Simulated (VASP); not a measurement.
# Zr4ScO: single point with PBE

The system is Zr4ScO.

```
CELL_PARAMETERS angstrom
0.00000 4.07372 4.07372
4.07372 0.00000 4.07372
4.07372 4.07372 0.00000
ATOMIC_POSITIONS crystal
Zr 0.13539 0.62154 0.62154
Zr 0.62154 0.62154 0.62154
Zr 0.62154 0.62154 0.13539
Zr 0.62154 0.13539 0.62154
Sc 0.25000 0.25000 0.25000
O 0.00000 0.00000 0.00000
```

The cell was built from a structure type or drawn by symmetry, and may not be a known phase.

```json
{"Program": "VASP 6.6.1", "Task": "single point", "Functional": "PBE", "Potentials or basis": "VASP PAW PBE potentials, release 64 (Zr_sv, Sc_sv, O)", "Cutoff": "600 eV", "k mesh": "4 × 4 × 4", "Occupations": "gaussian, width 0.1 eV", "Spin": "collinear spin", "Starting moments": "[1.0, 1.0, 1.0, 1.0, 1.0, 0.0] μB"}
```

```yaml
Pressure: 0.0 GPa
Largest_force: 0.011 eV/Å
Net_moment: 0.00 μB per cell
Valence_electrons_inside_the_program's_atomic_spheres: Zr 10.07; Sc 9.28; O 4.69
```

Forces in eV/Å, atoms in the order of the input:
```
Zr   0.007 -0.007 -0.007
Zr   0.007  0.007  0.007
Zr  -0.007 -0.007  0.007
Zr  -0.007  0.007 -0.007
Sc   0.000  0.000  0.000
O    0.000  0.000  0.000
```

Levels at points of the mesh, in eV from the Fermi level:
Spin up:
```csv
k point,band 28,band 29,band 30,band 31,band 32,band 33,band 34,band 35,band 36,band 37
"(0.00, 0.00, 0.00)",-1.91,-1.91,-0.57,-0.57,-0.16,-0.16,-0.16,1.35,1.35,1.69
"(0.50, 0.00, 0.00)",-1.22,-0.94,-0.40,-0.40,-0.34,0.44,0.44,0.45,0.81,1.07
"(0.50, 0.50, 0.00)",-0.83,-0.83,-0.76,-0.28,0.22,0.31,0.58,0.78,0.96,0.96
```
Spin down:
```csv
k point,band 28,band 29,band 30,band 31,band 32,band 33,band 34,band 35,band 36,band 37
"(0.00, 0.00, 0.00)",-1.91,-1.91,-0.57,-0.57,-0.16,-0.16,-0.16,1.35,1.35,1.69
"(0.50, 0.00, 0.00)",-1.22,-0.93,-0.40,-0.40,-0.34,0.44,0.44,0.45,0.81,1.07
"(0.50, 0.50, 0.00)",-0.83,-0.83,-0.76,-0.28,0.22,0.31,0.58,0.78,0.96,0.96
```

It took 5.3 min on 1 thread of AMD EPYC 7R43 64-Core Processor (Zen 3) (shared host), peak memory 0.4 GiB.
